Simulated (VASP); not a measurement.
A run of VASP 6.6.1 is set up as follows.

The input POSCAR:

```
SiC
1.0
   -3.0759982064      0.0000000000      0.0000000000
   -1.5379991032     -2.6638925888      0.0000000000
    0.0000000000      0.0000000000     10.8460000000
Si C
4 4
Direct
    0.3333333333      0.3333333333      0.6085432417
    0.3333333333      0.3333333333      0.1431182003
    0.6666666667      0.6666666667      0.8412557625
    0.6666666667      0.6666666667      0.3758307210
    0.3333333333      0.3333333333      0.7877318827
    0.3333333333      0.3333333333      0.3223068412
    0.6666666667      0.6666666667      0.0895943205
    0.6666666667      0.6666666667      0.5550193620
```

File INCAR.step1:

```
SYSTEM = SiC
ALGO = Normal ; EDIFF = 1E-4
ENCUT = 520 ; GGA = PE
ISMEAR = 0 ; LASPH = .True.
LCHARG = .False. ; LREAL = .False.
LWAVE = .True. ; NBANDS = 26
NELM = 60 ; PREC = Accurate
SIGMA = 0.05
```

The input INCAR.step2:

```
SYSTEM = SiC
ALGO = Normal ; EDIFF = 1E-6
ENCUT = 520 ; ISIF = 2
ISMEAR = 0 ; ISTART = 1
LASPH = .True. ; LCHARG = .True.
LELF = .True. ; LMIXTAU = .True.
LREAL = .False. ; LVHAR = .True.
LWAVE = .False. ; METAGGA = R2SCAN
NBANDS = 26 ; NELM = 60
PREC = Accurate ; SIGMA = 0.05
```

File KPOINTS:

```
k-points
0
Gamma
  8 8 3
  0 0 0
```

Potentials or basis: VASP PAW PBE potentials, release 64 (Si, C).

The run is started by

```bash
$ cat potpaw_PBE.64/Si/POTCAR potpaw_PBE.64/C/POTCAR > POTCAR
$ cp INCAR.step1 INCAR
$ mpirun -np 1 vasp_std > vasp.out
$ cp INCAR.step2 INCAR
$ mpirun -np 1 vasp_std > vasp.out
```

Task: Estimate the largest force.

Result: 2.254 eV/Å.

Task: What does it give for the pressure?

Result: -4.4 GPa.

Stress tensor (GPa, compression positive):
```
  1.08   0.00   0.00
  0.00   1.08   0.00
  0.00   0.00 -15.22
```

Caveat: the PAW data sets were made with another functional, which shifts forces and pressure a little.
